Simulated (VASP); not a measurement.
# BeTe (Pm-3m) in VASP: single point with PBE

Aim: the single point of BeTe with PBE.

Everything below comes from runs of VASP 6.6.1. Logs are shortened: lines on timing, memory, paths and dates and some standing lists are left out, and cuts for length are marked.

### Step 1. The cell of the first run

Symmetry: Pm-3m, No. 221, cubic system. Conventional cell: a = 3.365 Å, b = 3.365 Å, c = 3.365 Å, α = 90.00°, β = 90.00°, γ = 90.00°. Be (site symmetry m-3m) has 8 Te at 2.91 Å and 6 Be at 3.37 Å within 3.8 Å. Within 3.8 Å of Te (site symmetry m-3m) lie 8 Be at 2.91 Å and 6 Te at 3.37 Å.

### Step 2. Single point, PBE

File INCAR:

```
SYSTEM = BeTe
  PREC = Accurate
  ENCUT = 600
  EDIFF = 1E-6
  ISMEAR = -1
  SIGMA = 0.02
  LREAL = .FALSE.
  LASPH = .TRUE.
  NELM = 120
  ALGO = Normal
  ISIF = 2
  LWAVE = .FALSE.
  LCHARG = .FALSE.
  GGA = PE
  NBANDS = 11
  GGA_COMPAT = .FALSE.
```

File KPOINTS:

```
regular mesh
0
G
  6 6 6
  0 0 0
```

File POSCAR:

```
BeTe
1.0
    3.3650594837      0.0000000000      0.0000000000
    0.0000000000      3.3650594837      0.0000000000
    0.0000000000      0.0000000000      3.3650594837
Be Te
1 1
Direct
    0.0000000000      0.0000000000      0.0000000000
    0.5000000000      0.5000000000      0.5000000000
```

Potentials or basis: VASP PAW PBE potentials, release 64 (Be, Te).

The run is started by

```
> cat potpaw_PBE.64/Be/POTCAR potpaw_PBE.64/Te/POTCAR > POTCAR
> mpirun -np 1 vasp_std > vasp.out
```

OUTCAR:

```text
SYSTEM = BeTe
   PREC = Accurate
   ENCUT = 600
   EDIFF = 1E-6
   ISMEAR = -1
   LREAL = .FALSE.
   LASPH = .TRUE.
   NELM = 120
   ISIF = 2
   GGA = PE

 ion  position               nearest neighbor table
   1  0.000  0.000  0.000-   2 2.91   2 2.91   2 2.91   2 2.91   2 2.91   2 2.91   2 2.91   2 2.91

   2  0.500  0.500  0.500-   1 2.91   1 2.91   1 2.91   1 2.91   1 2.91   1 2.91   1 2.91   1 2.91

  LATTYP: Found a simple cubic cell.
 ALAT       =     3.3650594837

  Lattice vectors:

 A1 = (   3.3650594837,   0.0000000000,   0.0000000000)
 A2 = (   0.0000000000,   3.3650594837,   0.0000000000)
 A3 = (   0.0000000000,   0.0000000000,   3.3650594837)

Analysis of symmetry for initial positions (statically):
=====================================================================
 Subroutine PRICEL returns:
 Original cell was already a primitive cell.

 Routine SETGRP: Setting up the symmetry group for a
 simple cubic supercell.

 Subroutine GETGRP returns: Found 48 space group operations
 (whereof 48 operations were pure point group operations)
 out of a pool of 48 trial point group operations.

The static configuration has the point symmetry O_h .

Analysis of symmetry for dynamics (positions and initial velocities):
=====================================================================
 Subroutine PRICEL returns:
 Original cell was already a primitive cell.

 Routine SETGRP: Setting up the symmetry group for a
 simple cubic supercell.

 Subroutine GETGRP returns: Found 48 space group operations
 (whereof 48 operations were pure point group operations)
 out of a pool of 48 trial point group operations.

The dynamic configuration has the point symmetry O_h .

 Subroutine INISYM returns: Found 48 space group operations
 (whereof 48 operations are pure point group operations),
 and found     1 'primitive' translations

----------------------------------------------------------------------------------------

                                     Primitive cell

  volume of cell :      38.1047

  direct lattice vectors                    reciprocal lattice vectors
     3.365059484  0.000000000  0.000000000     0.297171567  0.000000000  0.000000000
     0.000000000  3.365059484  0.000000000     0.000000000  0.297171567  0.000000000
     0.000000000  0.000000000  3.365059484     0.000000000  0.000000000  0.297171567

  length of vectors
     3.365059484  3.365059484  3.365059484     0.297171567  0.297171567  0.297171567

  position of ions in fractional coordinates (direct lattice)
[... 82 lines left out ...]
   POTIM  = 0.5000    time-step for ionic-motion
   TEBEG  =    0.0;   TEEND  =   0.0 temperature during run
   PSTRESS=    0.0 pullay stress
   NELECT =       8.0000    total number of electrons
   NUPDOWN=      -1.0000    fix difference up-down
   EMIN   =  10.00;   EMAX   =-10.00  energy-range for DOS
   EFERMI =   0.00;   METHOD = LEGACY
   ISMEAR =    -1;   SIGMA  =   0.02  broadening in eV -4-tet -1-fermi 0-gaus
   EFERMI_NEDOS =   21; number of points for ismear=-14 and -15
   IALGO  =     38    algorithm
   IMIX   =      4    mixing-type and parameters
     AMIX     =   0.40;   BMIX     =  1.00
     AMIX_MAG =   1.60;   BMIX_MAG =  1.00
  volume/ion in A,a.u.               =      19.05       128.57
  Fermi-wavevector in a.u.,A,eV,Ry     =   0.972998  1.838700 12.880985  0.946726
  Thomas-Fermi vector in A             =   2.103342
   LORBIT       =      0    0 simple, 1 ext, 2 COOP (PROOUT), +10 PAW based schemes
   GGA     = PE    functional components
   LHFCALC =     F    Hartree Fock is set to
   AEXX    =    0.0000 exact exchange contribution
   IVDW    =     0    specifies the selected vdW correction
   LEPSILON=     F    determine dielectric tensor
   LRPA    =     F    only Hartree local field effects (RPA)
 non-spin polarized calculation
  energy-cutoff  :      600.00
  volume of cell :       38.10
 maximum number of plane-waves:      1328
 NGX is ok and might be reduce to    28
   NGX = 13   NGY = 13   NGZ = 13

 number of electron       8.0000001 magnetization

 Free energy of the ion-electron system (eV)
  ---------------------------------------------------
  ext. energy  EPLUGINS =         0.00000000
  ---------------------------------------------------
  free energy    TOTEN  =        -5.41091654 eV

  energy without entropy =       -5.40828616  energy(sigma->0) =       -5.40960135

 E-fermi :   7.8864     XC(G=0): -10.1255

 val. band max:        7.8713879377   @ k =   0.3333   0.0000   0.0000
 cond. band min:       7.9333702577   @ k =   0.3333   0.3333   0.0000
 fundamental gap:      0.0619823200
 Fermi energy:         7.8864421384

 k-point     1 :       0.0000    0.0000    0.0000
  band No.  band energies     occupation
      1      -6.1737      2.00000
      2       6.6157      2.00000
      3       6.6157      2.00000
      4       6.6157      2.00000
      5       8.4231      0.00000
      6      11.9158      0.00000
      7      11.9158      0.00000
      8      15.9855      0.00000
      9      15.9855      0.00000
     10      15.9855      0.00000
     11      21.9742      0.00000
[... 253 lines left out ...]
 k-point    20 :       0.5000    0.5000    0.5000
  band No.  band energies     occupation
      1      -1.5191      2.00000
      2       4.0657      2.00000
      3       4.0657      2.00000
      4       4.0657      2.00000
      5       7.1778      2.00000
      6       7.1778      2.00000
      7       7.1778      2.00000
      8       8.5775      0.00000
      9      24.6034      0.00000
     10      24.6034      0.00000
     11      24.6034      0.00000

------------------------ aborting loop because EDIFF is reached ----------------------------------------

  FORCE on cell =-STRESS in cart. coord.  units (eV):
  Direction    XX          YY          ZZ          XY          YZ          ZX
  --------------------------------------------------------------------------------------
  -------------------------------------------------------------------------------------
  Total       -0.2645042     -0.2645042     -0.2645042      0.0000000     -0.0000000     -0.0000000
  in kB      -11.1215387    -11.1215387    -11.1215387      0.0000000     -0.0000000     -0.0000000
  external PRESSURE =     -11.1215387 kB  Pullay stress =       0.0000000 kB

 VOLUME and BASIS-vectors are now :
 -----------------------------------------------------------------------------
  energy-cutoff  :      600.00
  volume of cell :       38.10
      direct lattice vectors                 reciprocal lattice vectors
     3.365059484  0.000000000  0.000000000     0.297171567  0.000000000  0.000000000
     0.000000000  3.365059484  0.000000000     0.000000000  0.297171567  0.000000000
     0.000000000  0.000000000  3.365059484     0.000000000  0.000000000  0.297171567

 POSITION                                       TOTAL-FORCE (eV/Angst)
 -----------------------------------------------------------------------------------
      0.00000      0.00000      0.00000         0.000000      0.000000      0.000000
      1.68253      1.68253      1.68253         0.000000      0.000000      0.000000
 -----------------------------------------------------------------------------------
    total drift:                               -0.000000      0.000000      0.000000

  FREE ENERGIE OF THE ION-ELECTRON SYSTEM (eV)
  ---------------------------------------------------
  free  energy   TOTEN  =        -5.4109165437 eV

  energy  without entropy=       -5.4082861636  energy(sigma->0) =       -5.40960135
```

It used 7 s of CPU time on 1 thread of Intel Xeon 6975P-C (shared host).

What came out:

| Quantity | Value |
| --- | --- |
| Free energy | -5.4109 eV |
| Pressure | -1.1 GPa |
| Band gap on the k mesh | zero (band 4 reaches 8.92 eV, above the bottom of band 5 at 6.42 eV) |

Caveat: spin-orbit coupling is left out, which moves the levels of the heavy elements.
